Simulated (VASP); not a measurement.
A run of VASP 6.6.1:

INCAR

```
ALGO     = Normal         # electronic algorithm
EDIFF    = 1E-6           # SCF threshold, eV
ENCUT    = 520            # plane-wave cutoff, eV
GGA      = PS             # functional
ISIF     = 2              # what is computed and relaxed
ISMEAR   = -1             # smearing method
LASPH    = True           # aspherical terms in the spheres
LCHARG   = False          # write CHGCAR
LREAL    = False          # projectors in reciprocal space
LWAVE    = False          # write WAVECAR
NBANDS   = 44             # bands
NELM     = 60             # most SCF steps
PREC     = Accurate       # precision mode
SIGMA    = 0.05           # smearing width, eV
```

KPOINTS

```
k-points
0
Gamma
  6 6 6
```

The input POSCAR:

```
SiO2
1.0
   -2.6319097734      4.7887581603      4.4592064751
    2.6319097734     -4.7887581603      4.4592064751
    2.6319097734      4.7887581603     -4.4592064751
Si O
4 8
Direct
    0.2601709821      0.8446618901      0.4155090920
    0.0708472020      0.1553381099      0.9155090920
    0.7398290179      0.1553381099      0.5844909080
    0.9291527980      0.8446618901      0.0844909080
    0.5000000000      0.0000000000      0.5000000000
    0.0000000000      0.0000000000      0.0000000000
    0.7917747168      0.0000000000      0.2917747168
    0.2082252832      0.5000000000      0.2082252832
    0.2082252832      0.0000000000      0.7082252832
    0.7917747168      0.5000000000      0.7917747168
    0.8689984191      0.1189984191      0.7500000000
    0.1310015809      0.8810015809      0.2500000000
```

Potentials or basis: VASP PAW PBE potentials, release 64 (Si, O).

The run is started by

```bash
$ cat potpaw_PBE.64/Si/POTCAR potpaw_PBE.64/O/POTCAR > POTCAR
$ mpirun -np 1 vasp_std > vasp.out
```

Hardware: 1 thread of AMD EPYC 7R43 64-Core Processor (Zen 3), on a shared host.

Task: How long does it take, and how much memory?

Result: Wall time 15 min on 1 thread of AMD EPYC 7R43 64-Core Processor (Zen 3), on a shared host, peak memory 0.54 GiB. Counts: scf iterations 15, k points 46.
